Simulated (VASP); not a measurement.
# TiAl in VASP: a series of runs

Runs on TiAl. Level: PBE. Tasks: relaxation of cell and atoms, single point.

All numbers are computed with VASP 6.6.1; they aren't measurements. Logs are shortened: lines on timing, memory, paths and dates and some standing lists are left out, and cuts for length are marked.

## Step 1: The cell of the first run

It takes space group Cmmm (No. 65, orthorhombic). Conventional cell: a = 4.537 Å, b = 4.588 Å, c = 6.808 Å, α = 90.00°, β = 90.00°, γ = 90.00°. Ti (site symmetry mm2) has 1 Ti at 2.07 Å and 1 Al at 2.37 Å within 2.7 Å. Al (site symmetry mmm) has 4 Al at 2.27 to 2.29 Å within 3.0 Å. Al (site symmetry mmm) has 4 Al at 2.27 to 2.29 Å and 2 Ti at 2.37 Å within 3.0 Å.

The cell was generated, and may not be a known phase.

## Step 2: Relaxation of cell and atoms, PBE

File INCAR:

```
SYSTEM = TiAl
PREC = Accurate ; ENCUT = 600
EDIFF = 1E-7 ; ISMEAR = 0
SIGMA = 0.1 ; LREAL = .False.
LASPH = .True. ; NELM = 60
ALGO = Normal ; ISIF = 3
LWAVE = .False. ; LCHARG = .False.
GGA = PE ; IBRION = 2
NSW = 90 ; EDIFFG = -0.04
```

File KPOINTS:

```
Automatic mesh
0
Gamma
  6 6 4
  0 0 0
```

File POSCAR:

```
TiAl
1.0
    2.2684859100     -2.2941453800      0.0000000000
    2.2684859100      2.2941453800      0.0000000000
    0.0000000000      0.0000000000      6.8075546000
Ti Al
2 2
Direct
    0.0000000000      0.0000000000      0.3477057500
    0.0000000000      0.0000000000      0.6522942500
    0.5000000000      0.5000000000      0.0000000000
    0.0000000000      0.0000000000      0.0000000000
```

Potentials or basis: VASP PAW PBE potentials, release 64 (Ti_sv, Al).

The run is started by

```bash
cat potpaw_PBE.64/Ti_sv/POTCAR potpaw_PBE.64/Al/POTCAR > POTCAR
mpirun -np 1 vasp_std > vasp.out
```

OUTCAR:

```text
SYSTEM = TiAl
   PREC = Accurate
   ENCUT = 600
   EDIFF = 1E-7
   ISMEAR = 0
   LREAL = .False.
   LASPH = .True.
   NELM = 60
   ISIF = 3
   GGA = PE
   IBRION = 2
   NSW = 90
   EDIFFG = -0.04

 ion  position               nearest neighbor table
   1  0.000  0.000  0.348-   2 2.07   4 2.37
   2  0.000  0.000  0.652-   1 2.07   4 2.37
   3  0.500  0.500  0.000-   4 2.27   4 2.27   4 2.29   4 2.29
   4  0.000  0.000  0.000-   3 2.27   3 2.27   3 2.29   3 2.29   1 2.37   2 2.37

  LATTYP: Found a base centered orthorhombic cell.
 ALAT       =     4.5369718200
 B/A-ratio  =     1.0113112759
 C/A-ratio  =     1.5004621739

  Lattice vectors:

 A1 = (   2.2684859100,  -2.2941453800,   0.0000000000)
 A2 = (   2.2684859100,   2.2941453800,   0.0000000000)
 A3 = (   0.0000000000,   0.0000000000,   6.8075546000)

Analysis of symmetry for initial positions (statically):
=====================================================================
 Subroutine PRICEL returns:
 Original cell was already a primitive cell.

 Routine SETGRP: Setting up the symmetry group for a
 base centered orthorhombic supercell.

 Subroutine GETGRP returns: Found  8 space group operations
 (whereof  8 operations were pure point group operations)
 out of a pool of  8 trial point group operations.

The static configuration has the point symmetry D_2h.

Analysis of symmetry for dynamics (positions and initial velocities):
=====================================================================
 Subroutine PRICEL returns:
 Original cell was already a primitive cell.

 Routine SETGRP: Setting up the symmetry group for a
 base centered orthorhombic supercell.

 Subroutine GETGRP returns: Found  8 space group operations
 (whereof  8 operations were pure point group operations)
 out of a pool of  8 trial point group operations.

The dynamic configuration has the point symmetry D_2h.

 Subroutine INISYM returns: Found  8 space group operations
 (whereof  8 operations are pure point group operations),
 and found     1 'primitive' translations

----------------------------------------------------------------------------------------

                                     Primitive cell

  volume of cell :      70.8562

  direct lattice vectors                    reciprocal lattice vectors
     2.268485910 -2.294145380  0.000000000     0.220411332 -0.217946083  0.000000000
     2.268485910  2.294145380  0.000000000     0.220411332  0.217946083  0.000000000
     0.000000000  0.000000000  6.807554600     0.000000000  0.000000000  0.146895627

  length of vectors
     3.226318544  3.226318544  6.807554600     0.309970402  0.309970402  0.146895627

  position of ions in fractional coordinates (direct lattice)
     0.000000000  0.000000000  0.347705750
     0.000000000  0.000000000  0.652294250
     0.500000000  0.500000000  0.000000000
     0.000000000  0.000000000  0.000000000

  ion indices of the primitive-cell ions
   primitive index   ion index
                 1           1
                 2           2
                 3           3
                 4           4

----------------------------------------------------------------------------------------

 KPOINTS: Automatic mesh

Automatic generation of k-mesh.
 Grid dimensions read from file:
 generate k-points for:    6    6    4

 Generating k-lattice:

  Cartesian coordinates                     Fractional coordinates (reciprocal lattice)
     0.036735222 -0.036324347  0.000000000     0.166666667  0.000000000  0.000000000
     0.036735222  0.036324347  0.000000000     0.000000000  0.166666667  0.000000000
     0.000000000  0.000000000  0.036723907     0.000000000  0.000000000  0.250000000

  Length of vectors
     0.051661734  0.051661734  0.036723907

  Shift w.r.t. Gamma in fractional coordinates (k-lattice)
     0.000000000  0.000000000  0.000000000

 Subroutine IBZKPT returns following result:
 ===========================================

 Found     39 irreducible k-points:

 Following reciprocal coordinates:
            Coordinates               Weight
  0.000000  0.000000  0.000000      1.000000
  0.166667 -0.000000  0.000000      4.000000
  0.333333  0.000000  0.000000      4.000000
  0.500000  0.000000  0.000000      2.000000
  0.166667  0.166667  0.000000      2.000000
  0.333333  0.166667  0.000000      4.000000
[... 16 lines left out ...]
  0.333333  0.333333  0.250000      4.000000
  0.500000  0.333333  0.250000      8.000000
 [... further k-points ...]
   k-points           NKPTS =     39   k-points in BZ     NKDIM =     39   number of bands    NBANDS=     19
   number of dos      NEDOS =    301   number of ions     NIONS =      4
   total plane-waves  NPLWV =  42336
   dimension x,y,z NGX =    28 NGY =   28 NGZ =   54
   dimension x,y,z NGXF=    56 NGYF=   56 NGZF=  108
   ions per type =               2   2
   NGX,Y,Z   is equivalent  to a cutoff of  14.43, 14.43, 13.19 a.u.
   NGXF,Y,Z  is equivalent  to a cutoff of  28.86, 28.86, 26.37 a.u.
 SYSTEM =  TiAl
   PREC   = accura    normal or accurate (medium, high low for compatibility)
   ISTART =      0    job   : 0-new  1-cont  2-samecut
   ICHARG =      2    charge: 1-file 2-atom 10-const
   ISPIN  =      1    spin polarized calculation?
   LNONCOLLINEAR =      F non collinear calculations
   LSORBIT =      F    spin-orbit coupling
   LASPH  =      T    aspherical Exc in radial PAW
   ENCUT  =  600.0 eV  44.10 Ry    6.64 a.u.   6.44  6.44 13.60*2*pi/ulx,y,z
   NELM   =     60;   NELMIN=  2; NELMDL= -5     # of ELM steps
   EDIFF  = 0.1E-06   stopping-criterion for ELM
   LREAL  =      F    real-space projection
   EDIFFG = -.4E-01   stopping-criterion for IOM
   NSW    =     90    number of steps for IOM
   IBRION =      2    ionic relax: 0-MD 1-quasi-New 2-CG
   NFREE  =      1    steps in history (QN), initial steepest desc. (CG)
   ISIF   =      3    stress and relaxation
   ISYM   =      2    0-nonsym 1-usesym 2-fastsym
   POTIM  = 0.5000    time-step for ionic-motion
   TEBEG  =    0.0;   TEEND  =   0.0 temperature during run
   PSTRESS=    0.0 pullay stress
   NELECT =      30.0000    total number of electrons
   NUPDOWN=      -1.0000    fix difference up-down
   EMIN   =  10.00;   EMAX   =-10.00  energy-range for DOS
   EFERMI =   0.00;   METHOD = LEGACY
   ISMEAR =     0;   SIGMA  =   0.10  broadening in eV -4-tet -1-fermi 0-gaus
   EFERMI_NEDOS =   21; number of points for ismear=-14 and -15
   IALGO  =     38    algorithm
   IMIX   =      4    mixing-type and parameters
     AMIX     =   0.40;   BMIX     =  1.00
     AMIX_MAG =   1.60;   BMIX_MAG =  1.00
  volume/ion in A,a.u.               =      17.71       119.54
  Fermi-wavevector in a.u.,A,eV,Ry     =   1.229294  2.323029 20.560641  1.511164
  Thomas-Fermi vector in A             =   2.364187
   LORBIT       =      0    0 simple, 1 ext, 2 COOP (PROOUT), +10 PAW based schemes
   GGA     = PE    functional components
   LHFCALC =     F    Hartree Fock is set to
   AEXX    =    0.0000 exact exchange contribution
   IVDW    =     0    specifies the selected vdW correction
   LEPSILON=     F    determine dielectric tensor
   LRPA    =     F    only Hartree local field effects (RPA)
 conjugate gradient relaxation of ions
 non-spin polarized calculation
 Gauss-broadening in eV      SIGMA  =   0.10
  energy-cutoff  :      600.00
  volume of cell :       70.86
 maximum number of plane-waves:      2386
 NGX is ok and might be reduce to    28
   NGX = 13   NGY = 13   NGZ = 27

--------------------------------------- Ionic step        1  -------------------------------------------

 number of electron      30.0000001 magnetization

 Free energy of the ion-electron system (eV)
  ---------------------------------------------------
  ext. energy  EPLUGINS =         0.00000000
  ---------------------------------------------------
  free energy    TOTEN  =       -18.00481456 eV

  energy without entropy =      -17.99088735  energy(sigma->0) =      -17.99785095

 E-fermi :   7.4856     XC(G=0): -10.4356

 val. band max:        7.4375360447   @ k =   0.3333   0.0000   0.0000
 cond. band min:       7.4994584547   @ k =   0.0000   0.0000   0.5000
 fundamental gap:      0.0619224100
 Fermi energy:         7.4855868197

 k-point     1 :       0.0000    0.0000    0.0000
  band No.  band energies     occupation
      1     -49.3819      2.00000
      2     -48.7900      2.00000
      3     -26.5242      2.00000
      4     -25.5434      2.00000
      5     -25.5429      2.00000
      6     -25.1875      2.00000
[... 505 lines left out ...]
      6     -25.2950      2.00000
[... 11 lines left out ...]
     18       8.1260      0.00000
     19       8.8244      0.00000

 [... further k-points ...]

------------------------ aborting loop because EDIFF is reached ----------------------------------------

  FORCE on cell =-STRESS in cart. coord.  units (eV):
  Direction    XX          YY          ZZ          XY          YZ          ZX
  --------------------------------------------------------------------------------------
  -------------------------------------------------------------------------------------
  Total        9.7121473      8.5634525      6.7278210      0.0000000      0.0000000      0.0000000
  in kB      219.6077648    193.6338694    152.1271955      0.0000000      0.0000000      0.0000000
  external PRESSURE =     188.4562766 kB  Pullay stress =       0.0000000 kB
[... 95 lines left out ...]
  FREE ENERGIE OF THE ION-ELECTRON SYSTEM (eV)
  ---------------------------------------------------
  free  energy   TOTEN  =       -18.9050113169 eV

  energy  without entropy=      -18.8872715292  energy(sigma->0) =      -18.89614142

[... ionic steps 4 to 9 ...]

--------------------------------------- Ionic step       10  -------------------------------------------

 number of electron      30.0000011 magnetization

------------------------ aborting loop because EDIFF is reached ----------------------------------------
[... 71 lines left out ...]
--------------------------------------- Ionic step       12  -------------------------------------------

 number of electron      30.0000015 magnetization

 Free energy of the ion-electron system (eV)
  ---------------------------------------------------
  ext. energy  EPLUGINS =         0.00000000
  ---------------------------------------------------
  free energy    TOTEN  =       -18.95748373 eV

  energy without entropy =      -18.94441013  energy(sigma->0) =      -18.95094693

 E-fermi :   5.2866     XC(G=0):  -9.4601

 val. band max:        5.2556185633   @ k =   0.1667  -0.0000   0.0000
 cond. band min:       5.2890462246   @ k =   0.0000   0.0000   0.2500
 fundamental gap:      0.0334276613
 Fermi energy:         5.2865814129

 k-point     1 :       0.0000    0.0000    0.0000
  band No.  band energies     occupation
      1     -51.6084      2.00000
      2     -50.9019      2.00000
      3     -28.7420      2.00000
      4     -27.8273      2.00000
      5     -27.8272      2.00000
      6     -27.4032      2.00000
[... 505 lines left out ...]
      6     -27.4392      2.00000
[... 11 lines left out ...]
     18       5.9956      0.00000
     19       6.8040      0.00000

 [... further k-points ...]

------------------------ aborting loop because EDIFF is reached ----------------------------------------

  FORCE on cell =-STRESS in cart. coord.  units (eV):
  Direction    XX          YY          ZZ          XY          YZ          ZX
  --------------------------------------------------------------------------------------
  -------------------------------------------------------------------------------------
  Total       -0.0483105      0.0011117     -0.0098638      0.0000000      0.0000000      0.0000000
  in kB       -0.8667685      0.0199449     -0.1769719      0.0000000      0.0000000      0.0000000
  external PRESSURE =      -0.3412651 kB  Pullay stress =       0.0000000 kB
[... 19 lines left out ...]
  FREE ENERGIE OF THE ION-ELECTRON SYSTEM (eV)
  ---------------------------------------------------
  free  energy   TOTEN  =       -18.9574837299 eV

  energy  without entropy=      -18.9444101257  energy(sigma->0) =      -18.95094693

 reached required accuracy - stopping structural energy minimisation
```

Run time: 10 min. Hardware: 1 thread of Intel Xeon 8259CL, shared host; peak memory 0.24 GiB.

What came out:

```yaml
Free_energy: -18.9575 eV
Relaxed_volume: 22.32 Å³/atom
Relaxed_cell: a = 3.555 Å, b = 3.555 Å, c = 7.066 Å, α = 90.00°, β = 90.00°, γ = 89.95°
Space_group_after_relaxing_to_0.1_Å: P4/mmm (No. 123)
Energy_gained_by_relaxing: 238.2 meV/atom
Ionic_steps: 12
Pressure_after_relaxing: 0.0 GPa
Largest_force_after_relaxing: 0.009 eV/Å
Band_gap_on_the_k_mesh: zero (bands 15 and 16 overlap by 1.46 eV)
```

Forces in eV/Å, atoms in the order of the input:
```
Ti   0.000  0.000  0.009
Ti   0.000  0.000 -0.009
Al   0.000  0.000  0.000
Al   0.000  0.000  0.000
```

Step by step:
| step | energy change (eV) | largest force (eV/Å) | pressure (GPa) | volume (Å³) |
| --- | --- | --- | --- | --- |
| 1 | 0.0000 | 0.0971 | 18.85 | 70.86 |
| 2 | -0.8479 | 0.4000 | -3.05 | 94.42 |
| 3 | -0.9002 | 0.3205 | 0.02 | 88.64 |
| 4 | -0.9003 | 0.3258 | -0.21 | 89.02 |
| 5 | -0.9203 | 0.3458 | -0.15 | 88.96 |
| 6 | -0.9349 | 0.1848 | 0.82 | 88.71 |
| 7 | -0.9390 | 0.4081 | -0.07 | 88.88 |
| 8 | -0.9478 | 0.2613 | 0.22 | 88.80 |
| 9 | -0.9457 | 0.4270 | 0.35 | 89.29 |
| 10 | -0.9515 | 0.0301 | 0.23 | 89.02 |
| 11 | -0.9518 | 0.0338 | -0.25 | 89.54 |
| 12 | -0.9527 | 0.0090 | -0.03 | 89.30 |

Final structure:
```yaml
crystal:
  lattice:
    - [2.51484, -2.51271, 0.00000]
    - [2.51484, 2.51271, 0.00000]
    - [0.00000, 0.00000, 7.06589]
  atoms:
    - { symbol: Ti, position: [0.00000, 0.00000, 0.35629] }
    - { symbol: Ti, position: [0.00000, 0.00000, 0.64371] }
    - { symbol: Al, position: [0.50000, 0.50000, 0.00000] }
    - { symbol: Al, position: [0.00000, 0.00000, 0.00000] }
```

Levels at points of the mesh, in eV from the Fermi level:
| k point | band 13 | band 14 | band 15 | band 16 | band 17 | band 18 |
| --- | --- | --- | --- | --- | --- | --- |
| (0.00, 0.00, 0.00) | -0.54 | -0.54 | -0.24 | 1.04 | 1.39 | 1.55 |
| (0.50, 0.00, 0.00) | -1.02 | -1.02 | -0.23 | 0.29 | 0.81 | 1.44 |
| (0.50, 0.50, 0.00) | -0.70 | -0.70 | -0.26 | 0.23 | 0.91 | 0.91 |
| (0.00, 0.00, 0.50) | -0.22 | -0.22 | 0.17 | 0.62 | 0.63 | 0.83 |
| (0.50, 0.00, 0.50) | -1.27 | -0.86 | -0.11 | 0.88 | 1.17 | 1.85 |
| (0.50, 0.50, 0.50) | -1.16 | -1.13 | -1.11 | -1.11 | 1.44 | 1.45 |

Caveat: the volume moved by over 15 % at a fixed basis, so the end points are rough; atoms lie so close that the PAW spheres overlap strongly, which falsifies energies and pressures.

(Continued in part 2 of 2.)

The gap in the log of VASP goes by the Fermi energy; the results here count the filled bands.